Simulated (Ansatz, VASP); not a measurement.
One calculation of SiC, two programs

```xyz
8
Lattice="3.0776 0.0000 0.0000 -1.5388 2.6652 0.0000 0.0000 0.0000 9.7744" Properties=species:S:1:pos:R:3 pbc="T T T"
Si    0.0000    0.0000   -0.0110
Si    0.0000    1.7768    2.4351
Si    0.0000    0.0000    4.8762
Si    1.5388    0.8884    7.3223
C     0.0000    0.0000    1.8386
C     0.0000    1.7768    4.2899
C     0.0000    0.0000    6.7258
C     1.5388    0.8884    9.1771
```

Change from the starting cell: uniaxial_z strain -3.0%.

Alike in both runs: task single point; functional PBE; k mesh 12 × 12 × 4; occupations fermi-dirac, width 0.02 eV; no spin polarisation.

|  | VASP | Ansatz |
| --- | --- | --- |
| version | VASP 6.6.1 | Ansatz 0.2.0 |
| potentials or method | VASP PAW PBE potentials, release 64 (Si, C) | plane waves, PAW |
| plane-wave cutoff (eV) | 520 | 420 |
| valence electrons in the cell | 32 | 32 |

```tsv
	VASP	Ansatz	Ansatz less VASP
gap on the k mesh at the Fermi level (eV)	2.06	2.07	+0.004
pressure (GPa)	10.8	10.8	+0.07
traceless stress, the component that is largest in VASP (GPa)	10.42	10.36	-0.057
rms of the force components (eV/Å)	0.020	0.021	+0.0005
```

Atom by atom the forces differ by 0.001 eV/Å (rms over components). The functional is the same, so the differences come from potentials, cutoffs and numerics.
